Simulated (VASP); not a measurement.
Here is a VASP 6.6.1 calculation.

File INCAR:

```
SYSTEM = Re
PREC = Accurate
ENCUT = 520
EDIFF = 1E-8
ISMEAR = -1
SIGMA = 0.03
LREAL = .False.
LASPH = .True.
NELM = 80
ALGO = Normal
ISIF = 2
LWAVE = .False.
LCHARG = .False.
GGA = PE
LEFG = .True.
NBANDS = 10
```

The input KPOINTS:

```
regular mesh
0
Gamma
  14 14 14
  0 0 0
```

File POSCAR:

```
Re
1.0
    0.0197500000      1.9848750000      1.9848750000
    1.9848750000      0.0197500000      1.9848750000
    1.9848750000      1.9848750000      0.0197500000
Re
1
Direct
    0.0000000000      0.0000000000      0.0000000000
```

Potentials or basis: VASP PAW PBE potentials, release 64 (Re).

Launch:

```console
$ cat potpaw_PBE.64/Re/POTCAR > POTCAR
$ mpirun -np 1 vasp_std > vasp.out
```

(1) Estimate the band gap on the k mesh.

(2) Estimate the pressure.

## Answers

(1) zero (an odd number of electrons rules out a gap without spin polarisation).

(2) -9.7 GPa.

Caveat: the cell differs from its parent crystal (equal xy, yz and zx shear strains of +1 %); the cell stands under tension; without QUAD_EFG the Cq values of the log hold for a quadrupole moment of 1 mb, not for the nuclei; spin-orbit coupling is left out, which moves the levels of the heavy elements.
